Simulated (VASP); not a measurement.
# Ge (Fd-3m) in VASP: single point with PBEsol

Aim: the single point of Ge with PBEsol.

All numbers are computed with VASP 6.6.1; they aren't measurements. Logs are shortened: lines on timing, memory, paths and dates and some standing lists are left out, and cuts for length are marked.

### 1 The cell of the first run

It takes space group Fd-3m (No. 227, cubic). Conventional cell: a = 5.772 Å, b = 5.772 Å, c = 5.772 Å, α = 90.00°, β = 90.00°, γ = 90.00°. Within 3.3 Å of Ge (site symmetry -43m) lie 4 Ge at 2.50 Å.

### 2 Single point, PBEsol

INCAR

```
PREC = Accurate ; ENCUT = 500
EDIFF = 1E-6 ; ISMEAR = -1
SIGMA = 0.0272 ; LREAL = F
LASPH = T ; NELM = 120
ALGO = Normal ; ISIF = 2
LWAVE = F ; LCHARG = F
GGA = PS ; NBANDS = 21
GGA_COMPAT = F
```

KPOINTS

```
Automatic mesh
0
Gamma
  6 6 6
```

POSCAR

```
Ge
1.0
    0.0000000000      2.8859806916      2.8859806916
    2.8859806916      0.0000000000      2.8859806916
    2.8859806916      2.8859806916      0.0000000000
Ge
2
Direct
    0.8750000000      0.8750000000      0.8750000000
    0.1250000000      0.1250000000      0.1250000000
```

Potentials or basis: VASP PAW PBE potentials, release 64 (Ge_d).

Launch:

```console
> cat potpaw_PBE.64/Ge_d/POTCAR > POTCAR
> mpirun -np 1 vasp_std > vasp.out
```

OUTCAR:

```text
PREC = Accurate
   ENCUT = 500
   EDIFF = 1E-6
   ISMEAR = -1
   LREAL = F
   LASPH = T
   NELM = 120
   ISIF = 2
   GGA = PS

 ion  position               nearest neighbor table
   1  0.875  0.875  0.875-   2 2.50   2 2.50   2 2.50   2 2.50
   2  0.125  0.125  0.125-   1 2.50   1 2.50   1 2.50   1 2.50

  LATTYP: Found a face centered cubic cell.
 ALAT       =     5.7719613832

  Lattice vectors:

 A1 = (   0.0000000000,   2.8859806916,   2.8859806916)
 A2 = (   2.8859806916,   0.0000000000,   2.8859806916)
 A3 = (   2.8859806916,   2.8859806916,   0.0000000000)

Analysis of symmetry for initial positions (statically):
=====================================================================
 Subroutine PRICEL returns:
 Original cell was already a primitive cell.

 Routine SETGRP: Setting up the symmetry group for a
 face centered cubic supercell.

 Subroutine GETGRP returns: Found 48 space group operations
 (whereof 12 operations were pure point group operations)
 out of a pool of 48 trial point group operations.

The static configuration has the point symmetry D_3d.
 The point group associated with its full space group is O_h .

Analysis of symmetry for dynamics (positions and initial velocities):
=====================================================================
 Subroutine PRICEL returns:
 Original cell was already a primitive cell.

 Routine SETGRP: Setting up the symmetry group for a
 face centered cubic supercell.

 Subroutine GETGRP returns: Found 48 space group operations
 (whereof 12 operations were pure point group operations)
 out of a pool of 48 trial point group operations.

The dynamic configuration has the point symmetry D_3d.
 The point group associated with its full space group is O_h .

 Subroutine INISYM returns: Found 48 space group operations
 (whereof 12 operations are pure point group operations),
 and found     1 'primitive' translations

----------------------------------------------------------------------------------------

                                     Primitive cell

  volume of cell :      48.0740

  direct lattice vectors                    reciprocal lattice vectors
     0.000000000  2.885980692  2.885980692    -0.173251332  0.173251332  0.173251332
     2.885980692  0.000000000  2.885980692     0.173251332 -0.173251332  0.173251332
     2.885980692  2.885980692  0.000000000     0.173251332  0.173251332 -0.173251332

  length of vectors
     4.081393035  4.081393035  4.081393035     0.300080110  0.300080110  0.300080110

  position of ions in fractional coordinates (direct lattice)
     0.875000000  0.875000000  0.875000000
     0.125000000  0.125000000  0.125000000

  ion indices of the primitive-cell ions
   primitive index   ion index
                 1           1
                 2           2

----------------------------------------------------------------------------------------

 KPOINTS: Automatic mesh

Automatic generation of k-mesh.
 Grid dimensions read from file:
 generate k-points for:    6    6    6

 Generating k-lattice:

  Cartesian coordinates                     Fractional coordinates (reciprocal lattice)
    -0.028875222  0.028875222  0.028875222     0.166666667  0.000000000  0.000000000
     0.028875222 -0.028875222  0.028875222     0.000000000  0.166666667  0.000000000
     0.028875222  0.028875222 -0.028875222     0.000000000  0.000000000  0.166666667

  Length of vectors
     0.050013352  0.050013352  0.050013352

  Shift w.r.t. Gamma in fractional coordinates (k-lattice)
     0.000000000  0.000000000  0.000000000

 Subroutine IBZKPT returns following result:
 ===========================================

 Found     16 irreducible k-points:

 Following reciprocal coordinates:
            Coordinates               Weight
  0.000000  0.000000  0.000000      1.000000
  0.166667  0.000000  0.000000      8.000000
  0.333333  0.000000  0.000000      8.000000
  0.500000  0.000000  0.000000      4.000000
  0.166667  0.166667  0.000000      6.000000
  0.333333  0.166667  0.000000     24.000000
[... 8 lines left out ...]
 -0.333333  0.333333  0.166667     24.000000
 -0.333333  0.500000  0.166667     12.000000
   k-points           NKPTS =     16   k-points in BZ     NKDIM =     16   number of bands    NBANDS=     21
   number of dos      NEDOS =    301   number of ions     NIONS =      2
   total plane-waves  NPLWV =  27000
   dimension x,y,z NGX =    30 NGY =   30 NGZ =   30
   dimension x,y,z NGXF=    60 NGYF=   60 NGZF=   60
   ions per type =               2
   NGX,Y,Z   is equivalent  to a cutoff of  12.22, 12.22, 12.22 a.u.
   NGXF,Y,Z  is equivalent  to a cutoff of  24.44, 24.44, 24.44 a.u.
 SYSTEM =  unknown system
   PREC   = accura    normal or accurate (medium, high low for compatibility)
   ISTART =      0    job   : 0-new  1-cont  2-samecut
   ICHARG =      2    charge: 1-file 2-atom 10-const
   ISPIN  =      1    spin polarized calculation?
   LNONCOLLINEAR =      F non collinear calculations
   LSORBIT =      F    spin-orbit coupling
   LASPH  =      T    aspherical Exc in radial PAW
   ENCUT  =  500.0 eV  36.75 Ry    6.06 a.u.   7.44  7.44  7.44*2*pi/ulx,y,z
   NELM   =    120;   NELMIN=  2; NELMDL= -5     # of ELM steps
   EDIFF  = 0.1E-05   stopping-criterion for ELM
   LREAL  =      F    real-space projection
   EDIFFG = 0.1E-04   stopping-criterion for IOM
   NSW    =      0    number of steps for IOM
   IBRION =     -1    ionic relax: 0-MD 1-quasi-New 2-CG
   NFREE  =      0    steps in history (QN), initial steepest desc. (CG)
   ISIF   =      2    stress and relaxation
   ISYM   =      2    0-nonsym 1-usesym 2-fastsym
   POTIM  = 0.5000    time-step for ionic-motion
   TEBEG  =    0.0;   TEEND  =   0.0 temperature during run
   PSTRESS=    0.0 pullay stress
   NELECT =      28.0000    total number of electrons
   NUPDOWN=      -1.0000    fix difference up-down
   EMIN   =  10.00;   EMAX   =-10.00  energy-range for DOS
   EFERMI =   0.00;   METHOD = LEGACY
   ISMEAR =    -1;   SIGMA  =   0.03  broadening in eV -4-tet -1-fermi 0-gaus
   EFERMI_NEDOS =   21; number of points for ismear=-14 and -15
   IALGO  =     38    algorithm
   IMIX   =      4    mixing-type and parameters
     AMIX     =   0.40;   BMIX     =  1.00
     AMIX_MAG =   1.60;   BMIX_MAG =  1.00
  volume/ion in A,a.u.               =      24.04       162.21
  Fermi-wavevector in a.u.,A,eV,Ry     =   1.367175  2.583586 25.431565  1.869167
  Thomas-Fermi vector in A             =   2.493251
   LORBIT       =      0    0 simple, 1 ext, 2 COOP (PROOUT), +10 PAW based schemes
   GGA     = PS    functional components
   LHFCALC =     F    Hartree Fock is set to
   AEXX    =    0.0000 exact exchange contribution
   IVDW    =     0    specifies the selected vdW correction
   LEPSILON=     F    determine dielectric tensor
   LRPA    =     F    only Hartree local field effects (RPA)
 non-spin polarized calculation
  energy-cutoff  :      500.00
  volume of cell :       48.07
 maximum number of plane-waves:      1243
 NGX is ok and might be reduce to    30
   NGX = 15   NGY = 15   NGZ = 15

 number of electron      28.0000019 magnetization

 Free energy of the ion-electron system (eV)
  ---------------------------------------------------
  ext. energy  EPLUGINS =         0.00000000
  ---------------------------------------------------
  free energy    TOTEN  =        -9.80621310 eV

  energy without entropy =       -9.80528656  energy(sigma->0) =       -9.80574983

 E-fermi :   4.2428     XC(G=0):  -9.8430

 val. band max:        3.8183879947   @ k =   0.1667   0.0000   0.0000
 cond. band min:       4.2504614739   @ k =   0.5000   0.0000   0.0000
 fundamental gap:      0.4320734792
 Fermi energy:         4.2427519927

 k-point     1 :       0.0000    0.0000    0.0000
  band No.  band energies     occupation
      1     -20.3791      2.00000
      2     -20.3791      2.00000
      3     -20.3791      2.00000
      4     -20.3471      2.00000
      5     -20.3471      2.00000
      6     -20.1653      2.00000
[... 13 lines left out ...]
     20      13.6179      0.00000
     21      13.6179      0.00000

 k-point     2 :       0.1667    0.0000    0.0000
  band No.  band energies     occupation
      1     -20.3892      2.00000
      2     -20.3892      2.00000
      3     -20.3753      2.00000
      4     -20.3323      2.00000
      5     -20.3323      2.00000
      6     -20.1813      2.00000
[... 13 lines left out ...]
     20      12.5182      0.00000
     21      12.5182      0.00000

 k-point     3 :       0.3333    0.0000    0.0000
  band No.  band energies     occupation
      1     -20.3981      2.00000
      2     -20.3981      2.00000
      3     -20.3675      2.00000
      4     -20.3159      2.00000
      5     -20.3159      2.00000
      6     -20.1942      2.00000
[... 13 lines left out ...]
     20      13.0765      0.00000
     21      13.0765      0.00000

 k-point     4 :       0.5000    0.0000    0.0000
  band No.  band energies     occupation
      1     -20.4003      2.00000
      2     -20.4003      2.00000
      3     -20.3633      2.00000
      4     -20.3110      2.00000
      5     -20.3110      2.00000
      6     -20.1973      2.00000
[... 13 lines left out ...]
     20      14.6184      0.00000
     21      15.1514      0.00000

 k-point     5 :       0.1667    0.1667    0.0000
  band No.  band energies     occupation
      1     -20.3874      2.00000
      2     -20.3874      2.00000
      3     -20.3861      2.00000
      4     -20.3338      2.00000
      5     -20.3154      2.00000
      6     -20.2095      2.00000
[... 13 lines left out ...]
     20      12.3062      0.00000
     21      14.0747      0.00000
[... 190 lines left out ...]
     20      15.2303      0.00000
     21      16.7609      0.00000

 k-point    14 :       0.5000    0.3333    0.1667
  band No.  band energies     occupation
      1     -20.4131      2.00000
      2     -20.4102      2.00000
      3     -20.3447      2.00000
      4     -20.2985      2.00000
      5     -20.2695      2.00000
      6     -20.2546      2.00000
[... 13 lines left out ...]
     20      13.8366      0.00000
     21      16.1725      0.00000

 k-point    15 :      -0.3333    0.3333    0.1667
  band No.  band energies     occupation
      1     -20.4216      2.00000
      2     -20.4128      2.00000
      3     -20.3256      2.00000
      4     -20.2829      2.00000
      5     -20.2640      2.00000
      6     -20.2565      2.00000
[... 13 lines left out ...]
     20      15.6560      0.00000
     21      15.7133      0.00000

 k-point    16 :      -0.3333    0.5000    0.1667
  band No.  band energies     occupation
      1     -20.4177      2.00000
      2     -20.4177      2.00000
      3     -20.3079      2.00000
      4     -20.3079      2.00000
      5     -20.2525      2.00000
      6     -20.2525      2.00000
[... 13 lines left out ...]
     20      14.8280      0.00000
     21      16.7795      0.00000

------------------------ aborting loop because EDIFF is reached ----------------------------------------

  FORCE on cell =-STRESS in cart. coord.  units (eV):
  Direction    XX          YY          ZZ          XY          YZ          ZX
  --------------------------------------------------------------------------------------
  -------------------------------------------------------------------------------------
  Total       -0.9707953     -0.9707953     -0.9707953      0.0000000     -0.0000000      0.0000000
  in kB      -32.3540000    -32.3540000    -32.3540000      0.0000000     -0.0000000      0.0000000
  external PRESSURE =     -32.3540000 kB  Pullay stress =       0.0000000 kB

 VOLUME and BASIS-vectors are now :
 -----------------------------------------------------------------------------
  energy-cutoff  :      500.00
  volume of cell :       48.07
      direct lattice vectors                 reciprocal lattice vectors
     0.000000000  2.885980692  2.885980692    -0.173251332  0.173251332  0.173251332
     2.885980692  0.000000000  2.885980692     0.173251332 -0.173251332  0.173251332
     2.885980692  2.885980692  0.000000000     0.173251332  0.173251332 -0.173251332

 POSITION                                       TOTAL-FORCE (eV/Angst)
 -----------------------------------------------------------------------------------
      5.05047      5.05047      5.05047        -0.000000     -0.000000      0.000000
      0.72150      0.72150      0.72150         0.000000      0.000000     -0.000000
 -----------------------------------------------------------------------------------
    total drift:                               -0.000000      0.000000      0.000000

  FREE ENERGIE OF THE ION-ELECTRON SYSTEM (eV)
  ---------------------------------------------------
  free  energy   TOTEN  =        -9.8062131042 eV

  energy  without entropy=       -9.8052865611  energy(sigma->0) =       -9.80574983
```

It took 22 s on 1 thread of Intel Xeon 8259CL, shared host; peak memory 0.16 GiB.

What came out:

| Quantity | Value |
| --- | --- |
| Free energy | -9.8062 eV |
| Pressure | -3.2 GPa |
| Band gap on the k mesh | zero (band 14 reaches 4.30 eV, above the bottom of band 15 at 4.25 eV) |

Caveat: the PAW data sets were made with another functional, which shifts forces and pressure a little.
